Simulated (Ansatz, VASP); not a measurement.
**Ba2SrRe in VASP and in Ansatz**

```xyz
4
Lattice="4.2615 0.0000 0.0000 -2.1307 3.6905 0.0000 0.0000 0.0000 12.5999" Properties=species:S:1:pos:R:3 pbc="T T T"
Ba    0.0000    2.4604    3.5772
Ba    0.0000    2.4604    9.0227
Sr    0.0000    0.0000    0.0000
Re    0.0000    0.0000    6.2999
```

Alike in both runs: task single point; functional PBE; k mesh 6 × 6 × 2; occupations gaussian, width 0.1 eV; no spin polarisation.

|  | VASP | Ansatz |
| --- | --- | --- |
| version | VASP 6.6.1 | Ansatz 0.2.0 |
| potentials or method | VASP PAW PBE potentials, release 64 (Ba_sv, Sr_sv, Re), cutoff 520 eV | scalar-relativistic, plane waves, PAW |
| valence electrons in the cell | 37 | 45 |

|  | VASP | Ansatz | Ansatz less VASP |
| --- | --- | --- | --- |
| gap on the k mesh at the Fermi level (eV) | none | none | - |
| pressure (GPa) | -3.5 | -3.7 | -0.14 |
| traceless stress, the component that is largest in VASP (GPa) | -1.45 | -1.46 | -0.008 |
| rms of the force components (eV/Å) | 0.651 | 0.665 | +0.0142 |

Atom by atom the forces differ by 0.014 eV/Å (rms over components). A gap of «none» marks a metal or a gap that the smearing closes. VASP's potentials hold 37 valence electrons a cell and Ansatz's 45, so a difference there can come from the potentials and not from the codes.

Neither program's run includes spin-orbit coupling.
